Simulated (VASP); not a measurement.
Write the native input for VASP 6.6.1 that does the following.

```
Task                   : single point
Functional             : PBE
Potentials or basis    : VASP PAW PBE potentials, release 64 (Te, Pb_d)
Cutoff                 : 500 eV
k mesh                 : 8 × 8 × 8
Occupations            : gaussian, width 0.02 eV
Spin                   : no spin polarisation
Dipole correction      : no
Further INCAR settings : ALGO = Normal; EDIFF = 1e-06; NBANDS = 17
```

The structure of TePb lies in POSCAR:

```
TePb
1.0
    0.0000000000      3.3559186500      3.3559186500
    3.3559186500      0.0000000000      3.3559186500
    3.3559186500      3.3559186500      0.0000000000
Te Pb
1 1
Direct
    0.5000000000      0.5000000000      0.5000000000
    0.0000000000      0.0000000000      0.0000000000
```

This cell differs from its parent crystal: strained.

The input as run:

INCAR

```
ALGO     = Normal         # electronic algorithm
EDIFF    = 1E-6           # SCF threshold, eV
ENCUT    = 500            # plane-wave cutoff, eV
GGA      = PE             # functional
GGA_COMPAT= F            
ISIF     = 2              # what is computed and relaxed
ISMEAR   = 0              # smearing method
LASPH    = T              # aspherical terms in the spheres
LCHARG   = F              # write CHGCAR
LREAL    = F              # projectors in reciprocal space
LWAVE    = F              # write WAVECAR
NBANDS   = 17             # bands
NELM     = 120            # most SCF steps
PREC     = Accurate       # precision mode
SIGMA    = 0.02           # smearing width, eV
```

KPOINTS

```
k-points
0
Gamma
  8 8 8
```

Potentials or basis: VASP PAW PBE potentials, release 64 (Te, Pb_d).

Command:

```console
$ cat potpaw_PBE.64/Te/POTCAR potpaw_PBE.64/Pb_d/POTCAR > POTCAR
$ mpirun -np 1 vasp_std > vasp.out
```

Results of the run:

* Pressure: -2.2 GPa
* Band gap on the k mesh: 0.93 eV

Caveat: the cell differs from its parent crystal (strained); spin-orbit coupling is left out, which moves the levels of the heavy elements.

Wall time 49 s on 1 thread of Intel Xeon 8259CL, with other jobs on the host, peak memory 0.22 GiB.
